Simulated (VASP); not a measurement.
# MgO in VASP: further runs

The runs below take MgO through single point, with LDA.

Everything below comes from runs of VASP 6.6.1. Logs are shortened: lines on timing, memory, paths and dates and some standing lists are left out, and cuts for length are marked.

## 1. The cell of the first run

The structure is orthorhombic, space group Amm2 (No. 38). Conventional cell: a = 4.161 Å, b = 5.884 Å, c = 5.884 Å, α = 90.00°, β = 90.00°, γ = 90.00°. Within 2.6 Å of Mg (site symmetry mm2) lie 6 O at 1.94 to 2.23 Å. Mg (site symmetry mm2) has 6 O at 2.08 Å and 1 Mg at 2.73 Å within 2.8 Å. Within 2.8 Å of Mg (site symmetry m) lie 6 O at 2.08 Å. Within 2.6 Å of O (site symmetry m) lie 6 Mg at 1.94 to 2.23 Å. O (site symmetry mm2) has 6 Mg at 2.08 to 2.09 Å within 2.8 Å. O (site symmetry mm2) has 6 Mg at 2.08 Å within 2.8 Å.

## 2. Single point, LDA (atom 1 (Mg) moved by -0.208 Å along [1 1 0] and +0.000 Å along [0 0 1])

INCAR

```
SYSTEM = MgO
PREC = Accurate ; ENCUT = 520
EDIFF = 1E-6 ; ISMEAR = 0
SIGMA = 0.05 ; LREAL = .False.
LASPH = .True. ; NELM = 100
ALGO = Normal ; ISIF = 2
LWAVE = .False. ; LCHARG = .True.
GGA = CA ; LELF = .True.
LVHAR = .True. ; NBANDS = 26
```

KPOINTS

```
regular mesh
0
Gamma
  6 6 6
  0 0 0
```

POSCAR

```
MgO
1.0
    4.1607146133      0.0000000000      0.0000000000
    0.0000000000     -4.1607146133      0.0000000000
    0.0000000000      0.0000000000     -4.1607146133
Mg O
4 4
Direct
   -0.0353492667      1.0353492667      1.0000000000
    0.5000000000      0.5000000000      1.0000000000
    0.5000000000      1.0000000000      0.5000000000
    0.0000000000      0.5000000000      0.5000000000
    0.5000000000      0.0000000000      0.0000000000
    0.0000000000      0.5000000000      0.0000000000
    0.0000000000      0.0000000000      0.5000000000
    0.5000000000      0.5000000000      0.5000000000
```

Potentials or basis: VASP PAW LDA potentials, release 64 (Mg, O).

Launch:

```console
> cat potpaw_LDA.64/Mg/POTCAR potpaw_LDA.64/O/POTCAR > POTCAR
> mpirun -np 1 vasp_std > vasp.out
```

OUTCAR:

```text
SYSTEM = MgO
   PREC = Accurate
   ENCUT = 520
   EDIFF = 1E-6
   ISMEAR = 0
   LREAL = .False.
   LASPH = .True.
   NELM = 100
   ISIF = 2
   GGA = CA

 ion  position               nearest neighbor table
   1  0.965  0.035  0.000-   5 1.94   6 1.94   7 2.09   7 2.09   5 2.23   6 2.23   2 2.73   3 2.84
                             4 2.84   4 2.84   3 2.84   2 2.95   2 2.95   3 3.05   4 3.05   3 3.05
   2  0.500  0.500  0.000-   5 2.08   6 2.08   8 2.08   8 2.08   5 2.08   6 2.08   1 2.73   4 2.94
                             4 2.94   3 2.94   3 2.94   3 2.94   4 2.94   3 2.94   4 2.94   1 2.95
   3  0.500  0.000  0.500-   5 2.08   7 2.08   8 2.08   5 2.08   8 2.08   7 2.08   1 2.84   1 2.84
                             2 2.94   2 2.94   4 2.94   4 2.94   2 2.94   4 2.94   2 2.94   4 2.94
   4  0.000  0.500  0.500-   6 2.08   7 2.08   8 2.08   6 2.08   7 2.08   8 2.08   1 2.84   1 2.84
                             2 2.94   3 2.94   3 2.94   2 2.94   3 2.94   2 2.94   2 2.94   3 2.94
   5  0.500  0.000  0.000-   1 1.94   2 2.08   3 2.08   3 2.08   2 2.08   1 2.23
   6  0.000  0.500  0.000-   1 1.94   2 2.08   4 2.08   4 2.08   2 2.08   1 2.23
   7  0.000  0.000  0.500-   3 2.08   4 2.08   4 2.08   3 2.08   1 2.09   1 2.09
   8  0.500  0.500  0.500-   2 2.08   3 2.08   4 2.08   2 2.08   3 2.08   4 2.08

  LATTYP: Found a simple cubic cell.
 ALAT       =     4.1607146133

  Lattice vectors:

 A1 = (   4.1607146133,   0.0000000000,   0.0000000000)
 A2 = (   0.0000000000,  -4.1607146133,   0.0000000000)
 A3 = (   0.0000000000,   0.0000000000,  -4.1607146133)

Analysis of symmetry for initial positions (statically):
=====================================================================
 Subroutine PRICEL returns:
 Original cell was already a primitive cell.

 Routine SETGRP: Setting up the symmetry group for a
 simple cubic supercell.

 Subroutine GETGRP returns: Found  4 space group operations
 (whereof  4 operations were pure point group operations)
 out of a pool of 48 trial point group operations.

The static configuration has the point symmetry C_2v.

Analysis of symmetry for dynamics (positions and initial velocities):
=====================================================================
 Subroutine PRICEL returns:
 Original cell was already a primitive cell.

 Routine SETGRP: Setting up the symmetry group for a
 simple cubic supercell.

 Subroutine GETGRP returns: Found  4 space group operations
 (whereof  4 operations were pure point group operations)
 out of a pool of 48 trial point group operations.

The dynamic configuration has the point symmetry C_2v.

 Subroutine INISYM returns: Found  4 space group operations
 (whereof  4 operations are pure point group operations),
[... 117 lines left out ...]
   TEBEG  =    0.0;   TEEND  =   0.0 temperature during run
   PSTRESS=    0.0 pullay stress
   NELECT =      32.0000    total number of electrons
   NUPDOWN=      -1.0000    fix difference up-down
   EMIN   =  10.00;   EMAX   =-10.00  energy-range for DOS
   EFERMI =   0.00;   METHOD = LEGACY
   ISMEAR =     0;   SIGMA  =   0.05  broadening in eV -4-tet -1-fermi 0-gaus
   EFERMI_NEDOS =   21; number of points for ismear=-14 and -15
   IALGO  =     38    algorithm
   IMIX   =      4    mixing-type and parameters
     AMIX     =   0.40;   BMIX     =  1.00
     AMIX_MAG =   1.60;   BMIX_MAG =  1.00
  volume/ion in A,a.u.               =       9.00        60.76
  Fermi-wavevector in a.u.,A,eV,Ry     =   1.249176  2.360600 21.231078  1.560440
  Thomas-Fermi vector in A             =   2.383228
   LORBIT       =      0    0 simple, 1 ext, 2 COOP (PROOUT), +10 PAW based schemes
   GGA     = CA    functional components
   LHFCALC =     F    Hartree Fock is set to
   AEXX    =    0.0000 exact exchange contribution
   IVDW    =     0    specifies the selected vdW correction
   LEPSILON=     F    determine dielectric tensor
   LRPA    =     F    only Hartree local field effects (RPA)
 non-spin polarized calculation
 Gauss-broadening in eV      SIGMA  =   0.05
  energy-cutoff  :      520.00
  volume of cell :       72.03
 maximum number of plane-waves:      1956
   NGX = 15   NGY = 15   NGZ = 15

 number of electron      32.0000014 magnetization

 Free energy of the ion-electron system (eV)
  ---------------------------------------------------
  ext. energy  EPLUGINS =         0.00000000
  ---------------------------------------------------
  free energy    TOTEN  =       -53.54117512 eV

  energy without entropy =      -53.54117512  energy(sigma->0) =      -53.54117512

 E-fermi :   3.4698     XC(G=0): -11.7653

 val. band max:        3.1567167904   @ k =   0.0000   0.0000   0.0000
 cond. band min:       8.1721132763   @ k =   0.0000   0.0000   0.0000
 fundamental gap:      5.0153964859
 Fermi energy:         3.4698445623

 k-point     1 :       0.0000    0.0000    0.0000
  band No.  band energies     occupation
      1     -14.0444      2.00000
      2     -12.3314      2.00000
      3     -12.3219      2.00000
      4     -12.2825      2.00000
      5      -1.1495      2.00000
      6      -1.1481      2.00000
[... 685 lines left out ...]
     25      16.8419      0.00000
     26      17.2927      0.00000

 [... further k-points ...]

------------------------ aborting loop because EDIFF is reached ----------------------------------------

  FORCE on cell =-STRESS in cart. coord.  units (eV):
  Direction    XX          YY          ZZ          XY          YZ          ZX
  --------------------------------------------------------------------------------------
  -------------------------------------------------------------------------------------
  Total        0.1213522      0.1213522     -0.8055087     -0.0591490      0.0000000      0.0000000
  in kB        2.6993211      2.6993211    -17.9174838     -1.3156929      0.0000000      0.0000000
  external PRESSURE =      -4.1729472 kB  Pullay stress =       0.0000000 kB

 VOLUME and BASIS-vectors are now :
 -----------------------------------------------------------------------------
  energy-cutoff  :      520.00
  volume of cell :       72.03
      direct lattice vectors                 reciprocal lattice vectors
     4.160714613  0.000000000  0.000000000     0.240343329  0.000000000  0.000000000
     0.000000000 -4.160714613  0.000000000     0.000000000 -0.240343329  0.000000000
     0.000000000  0.000000000 -4.160714613     0.000000000  0.000000000 -0.240343329

 POSITION                                       TOTAL-FORCE (eV/Angst)
 -----------------------------------------------------------------------------------
      4.01364     -0.14708      0.00000         1.655157      1.655157      0.000000
      2.08036     -2.08036      0.00000        -0.423773     -0.423773      0.000000
      2.08036      0.00000     -2.08036        -0.396994      0.126075      0.000000
      0.00000     -2.08036     -2.08036         0.126075     -0.396994      0.000000
      2.08036      0.00000      0.00000        -0.577360     -0.196931      0.000000
      0.00000     -2.08036      0.00000        -0.196931     -0.577360      0.000000
      0.00000      0.00000     -2.08036        -0.228363     -0.228363      0.000000
      2.08036     -2.08036     -2.08036         0.042190      0.042190      0.000000
 -----------------------------------------------------------------------------------
    total drift:                               -0.000322     -0.000322     -0.000000

  FREE ENERGIE OF THE ION-ELECTRON SYSTEM (eV)
  ---------------------------------------------------
  free  energy   TOTEN  =       -53.5411751169 eV

  energy  without entropy=      -53.5411751169  energy(sigma->0) =      -53.54117512
```

OSZICAR:

```text
N       E                     dE             d eps       ncg     rms          rms(c)
DAV:   1     0.131780224670E+03    0.13178E+03   -0.15968E+04  2760   0.113E+03
DAV:   2    -0.513564003137E+02   -0.18314E+03   -0.17544E+03  3520   0.246E+02
DAV:   3    -0.598972487294E+02   -0.85408E+01   -0.85042E+01  3466   0.526E+01
DAV:   4    -0.599415645840E+02   -0.44316E-01   -0.44296E-01  3030   0.439E+00
DAV:   5    -0.599417439140E+02   -0.17933E-03   -0.17932E-03  3150   0.281E-01    0.142E+01
DAV:   6    -0.537785327865E+02    0.61632E+01   -0.19397E+01  2838   0.273E+01    0.434E+00
DAV:   7    -0.536408496135E+02    0.13768E+00   -0.33338E-01  2740   0.403E+00    0.263E+00
DAV:   8    -0.535445160014E+02    0.96334E-01   -0.13209E-01  2930   0.316E+00    0.549E-01
DAV:   9    -0.535412584868E+02    0.32575E-02   -0.77168E-03  3292   0.635E-01    0.145E-01
DAV:  10    -0.535411759063E+02    0.82581E-04   -0.43972E-04  3030   0.142E-01    0.237E-02
DAV:  11    -0.535411769308E+02   -0.10245E-05   -0.32010E-05  3290   0.402E-02    0.126E-02
DAV:  12    -0.535411756377E+02    0.12930E-05   -0.84421E-06  2910   0.224E-02    0.716E-03
DAV:  13    -0.535411751169E+02    0.52085E-06   -0.19492E-06  1998   0.100E-02
   1 F= -.53541175E+02 E0= -.53541175E+02  d E =-.154451E-20
```

stdout:

```text
POSCAR found type information on POSCAR MgO
 POSCAR found :  2 types and       8 ions
 scaLAPACK will be used
 LDA part: xc-table for (Slater(with rela. corr.)+CA(PZ))
 , standard interpolation
 POSCAR, INCAR and KPOINTS ok, starting setup
 FFT: planning ... GRIDC
 FFT: planning ... GRID_SOFT
 FFT: planning ... GRID
 WAVECAR not read
 entering main loop
```

Wall time 48 s (1 thread of Intel Xeon Platinum 8488C (Sapphire Rapids), shared host); peak memory 0.2 GiB.

What came out:

```yaml
Free_energy: -53.5412 eV
Pressure: -0.4 GPa
Largest_force: 2.341 eV/Å
Band_gap_on_the_k_mesh: 5.02 eV, direct
```

Forces on the atoms (eV/Å):
```
Mg   1.655  1.655  0.000
Mg  -0.424 -0.424  0.000
Mg  -0.397  0.126  0.000
Mg   0.126 -0.397  0.000
O   -0.577 -0.197  0.000
O   -0.197 -0.577  0.000
O   -0.228 -0.228  0.000
O    0.042  0.042  0.000
```

Stress tensor (GPa, compression positive):
```
 0.27 -0.13  0.00
-0.13  0.27  0.00
 0.00  0.00 -1.79
```

Caveat: the cell differs from its parent crystal (atom 1 (Mg) moved by -0.208 Å along [1 1 0] and +0.000 Å along [0 0 1]); forces of over 1 eV/Å act on the atoms, so gaps and moduli don't describe the material at rest.

[end of part 1 of 2]
